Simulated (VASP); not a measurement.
CS3, 4 atoms in the cell. The structure is cubic, space group Im-3m (No. 229). Conventional cell: a = 5.516 Å, b = 5.516 Å, c = 5.516 Å, α = 90.00°, β = 90.00°, γ = 90.00°. Within 3.6 Å of C (site symmetry m-3m) lie 6 S at 2.76 Å. S (site symmetry 4/mmm) has 2 C at 2.76 Å and 4 S at 2.76 Å within 3.6 Å. 

| Property | Result |
| --- | --- |
| Program | VASP 6.6.1 |
| Task | relaxation of cell and atoms |
| Functional | PBE |
| Dispersion | D3(BJ) |
| Potentials or basis | VASP PAW PBE potentials, release 64 (C, S) |
| Cutoff | 600 eV |
| k mesh | 4 × 4 × 4 |
| Occupations | gaussian, width 0.1 eV |
| Spin | collinear spin, ferromagnetic start |
| Starting moments | [1.0, 0.0, 0.0, 0.0] μB |
| Dipole correction | no |
| Further INCAR settings | ALGO = Normal; EDIFF = 1e-07; IBRION = 2; EDIFFG = -0.04; NSW = 90; ISIF = 3 |

Potentials or basis: VASP PAW PBE potentials, release 64 (C, S).

Command:

```bash
$ cat potpaw_PBE.64/C/POTCAR potpaw_PBE.64/S/POTCAR > POTCAR
$ mpirun -np 1 vasp_std > vasp.out
```

Hardware: 1 thread of Intel(R) Xeon(R) 6975P-C (Granite Rapids) (shared host).

Q: Estimate the wall time of this run.

A: Wall time 100 s on 1 thread of Intel(R) Xeon(R) 6975P-C (Granite Rapids), on a shared host, peak memory 0.28 GiB. Counts: scf iterations 80, k points 8, ion steps 8.
